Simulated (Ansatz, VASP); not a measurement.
# H2CO2: VASP beside Ansatz

```
CELL_PARAMETERS angstrom
7.38766 0.00000 0.00000
0.00000 7.38766 0.00000
0.00000 0.00000 7.38766
ATOMIC_POSITIONS crystal
O 0.96043 0.60947 0.83380
O 0.18090 0.82005 0.86353
O 0.00903 0.55146 0.31188
O 0.24293 0.73858 0.38339
O 0.67254 0.94355 0.37604
O 0.93317 0.01924 0.50908
O 0.99277 0.22590 0.09907
O 0.19617 0.35513 0.91029
O 0.41164 0.39765 0.24465
O 0.66990 0.40944 0.08398
O 0.53496 0.60199 0.81471
O 0.67441 0.66059 0.55078
O 0.43874 0.05206 0.13619
O 0.67154 0.94481 0.96724
O 0.14152 0.29259 0.52454
O 0.40086 0.14516 0.59644
C 0.02333 0.77826 0.83244
C 0.10608 0.70544 0.29932
C 0.79780 0.05989 0.42137
C 0.12165 0.22093 0.97463
C 0.54983 0.48402 0.17050
C 0.55351 0.69147 0.66354
C 0.53403 0.03301 0.97984
C 0.31478 0.28395 0.57565
H 0.06251 0.52501 0.86646
H 0.91384 0.87603 0.80740
H 0.06876 0.46805 0.40184
H 0.03971 0.79879 0.20276
H 0.68643 0.81486 0.44125
H 0.76953 0.19787 0.37206
H 0.96603 0.35344 0.13255
H 0.15628 0.08082 0.93498
H 0.41907 0.26713 0.20720
H 0.54187 0.63113 0.19436
H 0.64157 0.52522 0.84314
H 0.44870 0.79582 0.64542
H 0.51025 0.99275 0.23550
H 0.46911 0.10604 0.86694
H 0.07628 0.16998 0.51943
H 0.36893 0.42102 0.59311
```

Alike in both runs: functional PBE; dispersion D3(BJ); k mesh 1 × 1 × 1; occupations fermi-dirac, width 0.05 eV; no spin polarisation.

Ansatz relaxed the structure, and its values are those at the end. VASP's run is a single point on that final structure, the one shown.

|  | VASP | Ansatz |
| --- | --- | --- |
| version | VASP 6.6.1 | Ansatz 0.2.0 |
| potentials or method | VASP PAW PBE potentials, release 64 (O, C, H), cutoff 520 eV | scalar-relativistic, plane waves, PAW |
| valence electrons in the cell | 144 | 144 |

VASP gave:

| Item | Value |
| --- | --- |
| rms of the force components (eV/Å) | 0.153 |

**Question.** What did Ansatz give for the same quantities?

**Answer.** rms of the force components (eV/Å): 0.069.

One of these differences is far larger than is usual between the two programs; its cause wasn't traced.

Noted on VASP's run: the standard files for N, O and F lose accuracy on very short bonds.
